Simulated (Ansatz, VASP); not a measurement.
# Pt: VASP beside Ansatz

INCAR

```
SYSTEM = Pt
PREC = Accurate ; ENCUT = 500
EDIFF = 1E-6 ; ISMEAR = -1
SIGMA = 0.15 ; LREAL = .FALSE.
LASPH = .TRUE. ; NELM = 120
ALGO = Normal ; ISIF = 2
LWAVE = .FALSE. ; LCHARG = .FALSE.
GGA = PS ; NBANDS = 11
GGA_COMPAT = .FALSE.
```

File KPOINTS:

```
regular mesh
0
G
  12 12 12
  0 0 0
```

File POSCAR:

```
Pt
1.0
   -1.5842200000      1.5842200000      1.5842200000
    1.5842200000     -1.5842200000      1.5842200000
    1.5842200000      1.5842200000     -1.5842200000
Pt
1
Direct
    0.0000000000      0.0000000000      0.0000000000
```

Input for Ansatz:

```yaml
crystal:
  lattice:
    bravais: bcc
    a: 3.16844
  space_group: 229
  atoms:
    - { symbol: Pt, position: [0.0, 0.0, 0.0] }
  reduce_to_primitive: true
kpoints:
  mp_grid:
    grid: [12, 12, 12]
hamiltonian:
  xc: pbesol
  pseudopotentials:
    kind: all_electron
    lapw: {}
scf:
  occupations:
    method: fermi_dirac
    width: 0.15
output:
  forces: true
  stress: true
  eigenvalues: true
```

Alike in both runs: task single point; functional PBEsol; k mesh 12 × 12 × 12; occupations fermi-dirac, width 0.15 eV; no spin polarisation.

|  | VASP | Ansatz |
| --- | --- | --- |
| version | VASP 6.6.1 | Ansatz 0.2.0 |
| potentials or method | VASP PAW PBE potentials, release 64 (Pt), cutoff 500 eV | all-electron (LAPW or listed datasets) |

```csv
,VASP,Ansatz,Ansatz less VASP
gap on the k mesh at the Fermi level (eV),none,none,-
pressure (GPa),-11.0,-10.6,+0.32
```

VASP's potentials were made for PBE, not for PBEsol. A gap of «none» marks a metal or a gap that the smearing closes. Ansatz ran all-electron here, and VASP with PAW potentials.

Neither program's run includes spin-orbit coupling.
